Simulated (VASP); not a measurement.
## ZnS: single point with r2SCAN

ZnS:

```
Zn S
1.0
     3.81100    0.00000    0.00000
    -1.90550    3.30042    0.00000
     0.00000    0.00000    6.23400
Zn S
2 2
Direct
  0.39918 0.71487 0.00000
  0.60082 0.28513 0.50000
  0.27813 0.62626 0.38500
  0.72187 0.37374 0.88500
```

This cell differs from its parent crystal: atoms displaced along a vibrational mode.

| Quantity | Value |
| --- | --- |
| Program | VASP 6.6.1 |
| Task | single point |
| Functional | r2SCAN |
| Potentials or basis | VASP PAW PBE potentials, release 64 (Zn, S) |
| Cutoff | 520 eV |
| k mesh | 6 × 6 × 4 |
| Occupations | gaussian, width 0.05 eV |
| Spin | no spin polarisation |
| Dipole correction | no |
| Further INCAR settings | ALGO = Normal; EDIFF = 1e-06; NBANDS = 26 |

```yaml
Pressure: -0.1 GPa
Largest_force: 0.483 eV/Å
Band_gap_on_the_k_mesh: 2.70 eV
```

Forces in eV/Å, atoms in the order of the input:
```
Zn  -0.199 -0.214  0.384
Zn   0.199  0.214  0.384
S    0.135  0.101 -0.384
S   -0.135 -0.101 -0.384
```

Stress tensor (GPa, compression positive):
```
 0.86  0.00  0.00
 0.00  0.40  0.00
 0.00  0.00 -1.66
```

Levels at points of the mesh, in eV from the valence-band top:
| k point | band 15 | band 16 | band 17 | band 18 | band 19 | band 20 | band 21 | band 22 |
| --- | --- | --- | --- | --- | --- | --- | --- | --- |
| (0.00, 0.00, 0.00) | -0.83 | -0.19 | -0.04 | 0.00 | 2.70 | 3.53 | 6.40 | 6.96 |
| (0.50, 0.00, 0.00) | -3.06 | -2.35 | -1.83 | -1.07 | 3.77 | 4.90 | 6.50 | 6.97 |
| (0.00, 0.50, 0.00) | -3.27 | -2.28 | -1.40 | -1.12 | 4.13 | 4.26 | 4.95 | 7.30 |
| (0.50, 0.50, 0.00) | -3.27 | -2.25 | -1.48 | -1.17 | 4.11 | 4.50 | 5.23 | 7.03 |
| (0.00, 0.00, 0.50) | -0.55 | -0.55 | -0.46 | -0.46 | 3.96 | 3.96 | 6.94 | 6.94 |
| (0.50, 0.00, 0.50) | -1.76 | -1.76 | -1.37 | -1.37 | 3.68 | 3.68 | 5.48 | 5.48 |
| (0.00, 0.50, 0.50) | -1.89 | -1.89 | -1.57 | -1.57 | 4.14 | 4.14 | 5.46 | 5.46 |
| (0.50, 0.50, 0.50) | -1.92 | -1.92 | -1.46 | -1.46 | 3.94 | 3.94 | 5.55 | 5.55 |

Run time: 3.1 min on 1 thread of Intel(R) Xeon(R) 6975P-C (Granite Rapids), on a shared host, peak memory 0.27 GiB.

Caveat: the cell differs from its parent crystal (atoms displaced along a vibrational mode); the PAW data sets were made with another functional, which shifts forces and pressure a little.
